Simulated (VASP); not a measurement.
Runs of VASP 6.6.1 on Ni. The structure is that of space group Fm-3m (No. 225), or close to it. The cells are those of the table. 

| task | cell | gap on the mesh (eV) | pressure (GPa) | moment (μB) |
| --- | --- | --- | --- | --- |
| relaxation of cell and atoms | relaxed to 20 GPa from a = 2.489 Å, angles 60.0°, 1 atom | none | 20.0 | 0.69 |
| single point | a = 2.419 Å, angles 60.0°, 1 atom | none | 9.7 | 0.69 |
| single point | a = 2.370 Å, angles 60.0°, 1 atom | none | 29.4 | 0.69 |
| single point | a = 2.393 Å, angles 60.0°, 1 atom | none | (a) | 0.69 |
| relaxation of cell and atoms | relaxed from a = 2.489 Å, angles 60.0°, 1 atom | none | -0.1 | 0.69 |
| relaxation of cell and atoms | relaxed to 10 GPa from a = 2.489 Å, angles 60.0°, 1 atom | none | 9.9 | 0.69 |
| single point | a = 2.452 Å, angles 60.0°, 1 atom | none | -0.1 | 0.69 |

Alike in all rows: level PBEsol; potentials or basis VASP PAW PBE potentials, release 64 (Ni); spin collinear, ferromagnetic start; k mesh 8 × 8 × 8; cutoff (eV) 600; smearing fermi-dirac 0.1 eV.

Problem. Fill in the values left out.

Solution. (a) 19.5.

Caveats: all runs use coarse meshes; the PAW data sets were made with another functional, which shifts forces and pressure a little; the cell is relaxed towards a set pressure, so the run minimises the enthalpy, not the energy (at least some runs).

A gap of «none» marks levels without a gap at the run's occupations.
